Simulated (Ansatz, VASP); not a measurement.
**CuO: VASP beside Ansatz**

The input POSCAR:

```
CuO
1.0
    2.2940437287     -1.6763657078      0.0000000000
    2.2940437287      1.6763657078      0.0000000000
   -0.8326750593      0.0000000000      4.9546185987
Cu O
2 2
Direct
    0.5000000000      0.0000000000      0.5000000000
    0.0000000000      0.5000000000      0.0000000000
    0.4184000000      0.5816000000      0.7500000000
    0.5816000000      0.4184000000      0.2500000000
```

The input INCAR.step1:

```
SYSTEM = CuO
ALGO     = Normal         ! electronic algorithm
EDIFF    = 1E-4           ! SCF threshold, eV
ENCUT    = 520            ! plane-wave cutoff, eV
GGA      = PE             ! functional
ISMEAR   = -1             ! smearing method
LASPH    = .True.         ! aspherical terms in the spheres
LCHARG   = .False.        ! write CHGCAR
LREAL    = .False.        ! projectors in reciprocal space
LWAVE    = .True.         ! write WAVECAR
NBANDS   = 25             ! bands
NELM     = 60             ! most SCF steps
PREC     = Accurate       ! precision mode
SIGMA    = 0.05           ! smearing width, eV
```

The input INCAR.step2:

```
SYSTEM = CuO
ALGO     = Normal         ! electronic algorithm
EDIFF    = 1E-6           ! SCF threshold, eV
ENCUT    = 520            ! plane-wave cutoff, eV
ISIF     = 2              ! what is computed and relaxed
ISMEAR   = -1             ! smearing method
ISTART   = 1            
IVDW     = 13             ! dispersion correction
LASPH    = .True.         ! aspherical terms in the spheres
LCHARG   = .True.         ! write CHGCAR
LELF     = .True.         ! ELF
LMIXTAU  = .True.       
LREAL    = .False.        ! projectors in reciprocal space
LVHAR    = .True.       
LWAVE    = .False.        ! write WAVECAR
METAGGA  = R2SCAN         ! meta-GGA
NBANDS   = 25             ! bands
NELM     = 60             ! most SCF steps
PREC     = Accurate       ! precision mode
SIGMA    = 0.05           ! smearing width, eV
VDW_A1   = 0.51559235   
VDW_A2   = 5.77342911   
VDW_S6   = 1.0          
VDW_S8   = 0.6018749
```

KPOINTS

```
k-points
0
Gamma
  10 10 5
  0 0 0
```

input.yaml

```yaml
crystal:
  lattice:
    - [2.2940437287, -1.6763657078, 0.0]
    - [2.2940437287, 1.6763657078, 0.0]
    - [-0.8326750593, 0.0, 4.9546185987]
  atoms:
    - { symbol: Cu, position: [0.5, 0.0, 0.5] }
    - { symbol: Cu, position: [0.0, 0.5, 0.0] }
    - { symbol: O, position: [0.4184, 0.5816, 0.75] }
    - { symbol: O, position: [0.5816, 0.4184, 0.25] }
hamiltonian:
  xc: r2scan
  pseudopotentials: { kind: paw }
  dispersion: d4
kpoints:
  mp_grid: { grid: [10, 10, 5] }
scf:
  occupations: { method: fermi_dirac, width: 0.05 }
output:
  forces: true
  stress: true
  eigenvalues: true
```

Alike in both runs: task single point; functional r2SCAN; dispersion D4; k mesh 10 × 10 × 5; occupations fermi-dirac, width 0.05 eV; no spin polarisation.

|  | VASP | Ansatz |
| --- | --- | --- |
| version | VASP 6.6.1 | Ansatz 0.2.0 |
| potentials or method | VASP PAW PBE potentials, release 64 (Cu, O) | Ansatz PAW |
| plane-wave cutoff (eV) | 520 | 500 |
| valence electrons in the cell | 34 | 50 |

```csv
,VASP,Ansatz,Ansatz less VASP
gap on the k mesh at the Fermi level (eV),none,none,-
pressure (GPa),11.1,9.9,-1.27
"traceless stress, the component that is largest in VASP (GPa)",-2.42,-2.29,+0.132
rms of the force components (eV/Å),0.008,0.028,+0.0206
```

VASP's potentials were made for PBE, not for r2SCAN. Atom by atom the forces differ by 0.021 eV/Å (rms over components). A gap of «none» marks a metal or a gap that the smearing closes. VASP's potentials hold 34 valence electrons a cell and Ansatz's 50, so a difference there can come from the potentials and not from the codes.
